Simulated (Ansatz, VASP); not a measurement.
**WSe2 in VASP and in Ansatz**

```xyz
12
Lattice="3.2492 0.0000 0.0000 -1.6246 2.8139 0.0000 0.0000 0.0000 34.6405" Properties=species:S:1:pos:R:3 pbc="T T T"
W     1.6246    0.9380   31.4371
W     1.6246    0.9380    9.6096
W     0.0000    1.8760   25.0309
W     0.0000    1.8760    3.2034
Se    0.0000    1.8760   33.1041
Se    0.0000    1.8760   11.2734
Se    1.6246    0.9380   26.6983
Se    1.6246    0.9380    4.8703
Se    0.0000    1.8760   29.7702
Se    0.0000    1.8760    7.9422
Se    1.6246    0.9380   23.3671
Se    1.6246    0.9380    1.5364
```

Alike in both runs: functional LDA; k mesh 9 × 9 × 1; occupations gaussian, width 0.02 eV; no spin polarisation.

Ansatz relaxed the structure, and its values are those at the end. VASP's run is a single point on that final structure, the one shown.

|  | VASP | Ansatz |
| --- | --- | --- |
| version | VASP 6.6.1 | Ansatz 0.2.0 |
| potentials or method | VASP PAW LDA potentials, release 64 (W_sv, Se), cutoff 500 eV | scalar-relativistic, plane waves, PAW |
| valence electrons in the cell | 104 | 184 |

```csv
,VASP,Ansatz,Ansatz less VASP
gap on the k mesh at the Fermi level (eV),1.11,1.12,+0.010
least direct gap on the mesh (eV),1.65,1.64,-0.003
rms of the force components (eV/Å),0.049,0.000,-0.0486
```

Ansatz warns that its potentials were made for another functional, while VASP's fit it. LDA's correlation is that of Perdew and Zunger in VASP and of Perdew and Wang (1992) in Ansatz. VASP's potentials hold 104 valence electrons a cell and Ansatz's 184, so a difference there can come from the potentials and not from the codes. Ansatz's warnings: xc potential rough in thin density.

Spin-orbit coupling is off throughout.
